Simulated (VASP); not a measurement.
C, 2 atoms in the cell. The structure is cubic, space group Fd-3m (No. 227). The conventional cell has a = 3.567 Å, b = 3.567 Å, c = 3.567 Å, α = 90.00°, β = 90.00°, γ = 90.00°. Within 2.1 Å of C (site symmetry -43m) lie 4 C at 1.54 Å. 

* Program: VASP 6.6.1
* Task: single point
* Functional: r2SCAN
* Potentials or basis: VASP PAW PBE potentials, release 64 (C)
* Cutoff: 660 eV
* k mesh: 6 × 6 × 6
* Occupations: gaussian, width 0.05 eV
* Spin: no spin polarisation
* Dipole correction: no
* Further INCAR settings: ALGO = Normal; EDIFF = 1e-06; NBANDS = 11

Potentials or basis: VASP PAW PBE potentials, release 64 (C).

The run is started by

```bash
$ cat potpaw_PBE.64/C/POTCAR > POTCAR
$ cp INCAR.step1 INCAR
$ mpirun -np 1 vasp_std > vasp.out
$ cp INCAR.step2 INCAR
$ mpirun -np 1 vasp_std > vasp.out
```

Hardware: 1 thread of Intel(R) Xeon(R) 6975P-C (Granite Rapids), with other jobs on the host.

Question: Estimate the wall time of this run.

Answer: Wall time 6.5 s on 1 thread of Intel(R) Xeon(R) 6975P-C (Granite Rapids), with other jobs on the host, peak memory 0.13 GiB. Counts: k points 16.
